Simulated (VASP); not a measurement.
Input of a VASP 6.6.1 run:

INCAR

```
SYSTEM = Ba
ALGO = Normal
EDIFF = 1E-7
EDIFFG = -0.01
ENCUT = 600
GGA = RP
IBRION = 2
ISIF = 3
ISMEAR = -1
LASPH = .TRUE.
LCHARG = .FALSE.
LREAL = .FALSE.
LWAVE = .FALSE.
NELM = 80
NSW = 80
PREC = Accurate
SIGMA = 0.1
```

Contents of KPOINTS:

```
k-points
0
G
  5 5 7
  0 0 0
```

Contents of POSCAR:

```
Ba
1.0
    7.0686539647      0.0000000000      0.0000000000
   -3.5343269823      6.1216339040      0.0000000000
    0.0000000000      0.0000000000      4.3330848804
Ba
3
Direct
    0.0000000000      0.0000000000      0.0000000000
    0.3333333333      0.6666666667      0.5000000000
    0.6666666667      0.3333333333      0.5000000000
```

Potentials or basis: VASP PAW PBE potentials, release 64 (Ba_sv).

Launch:

```sh
$ cat potpaw_PBE.64/Ba_sv/POTCAR > POTCAR
$ mpirun -np 1 vasp_std > vasp.out
```

What does it give for the relaxed volume?

69.89 Å³/atom.

Estimate the space group after relaxing (to 0.1 Å).

P6/mmm (No. 191).

Estimate the relaxed cell.

a = 7.408 Å, b = 7.408 Å, c = 4.412 Å, α = 90.00°, β = 90.00°, γ = 120.00°.

Final structure:
```yaml
crystal:
  lattice:
    - [7.40790, 0.00000, 0.00000]
    - [-3.70395, 6.41543, 0.00000]
    - [0.00000, 0.00000, 4.41178]
  atoms:
    - { symbol: Ba, position: [0.00000, 0.00000, 0.00000] }
    - { symbol: Ba, position: [0.33333, 0.66667, 0.50000] }
    - { symbol: Ba, position: [0.66667, 0.33333, 0.50000] }
```

Caveat: the PAW data sets were made with another functional, which shifts forces and pressure a little.
